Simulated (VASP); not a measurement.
The system is C.

```xyz
3
Lattice="2.6585 0.0000 0.0000 0.0000 2.6585 0.0000 0.0000 0.0000 2.6585" Properties=species:S:1:pos:R:3 pbc="T T T"
C     1.3292    0.0000    0.0000
C     0.0000    1.3292    0.0000
C     0.0000    0.0000    1.3292
```

```yaml
Program: VASP 6.6.1
Task: relaxation of cell and atoms
Functional: PBE
Potentials_or_basis: VASP PAW PBE potentials, release 64 (C)
Cutoff: 600 eV
k_mesh: 18 × 18 × 18
Occupations: gaussian, width 0.1 eV
Spin: no spin polarisation
```

At the start: pressure -6.6 GPa; volume 6.26 Å³/atom.

Task: Where does the relaxation end?

Result: Over 3 steps the energy falls by 6.5 meV/atom and the volume is 5.97 Å³/atom (-4.6 %); space group Pm-3m (No. 221, to 0.05 Å).

The path:
| step | energy change (eV) | largest force (eV/Å) | pressure (GPa) | volume (Å³) |
| --- | --- | --- | --- | --- |
| 1 | 0.0000 | 0.0000 | -6.59 | 18.79 |
| 2 | -0.0184 | 0.0000 | -1.62 | 18.10 |
| 3 | -0.0194 | 0.0000 | -0.09 | 17.92 |

Final structure:
```xyz
3
Lattice="2.6169 0.0000 0.0000 0.0000 2.6169 0.0000 0.0000 0.0000 2.6169" Properties=species:S:1:pos:R:3 pbc="T T T"
C     1.3085    0.0000    0.0000
C     0.0000    1.3085    0.0000
C     0.0000    0.0000    1.3085
```
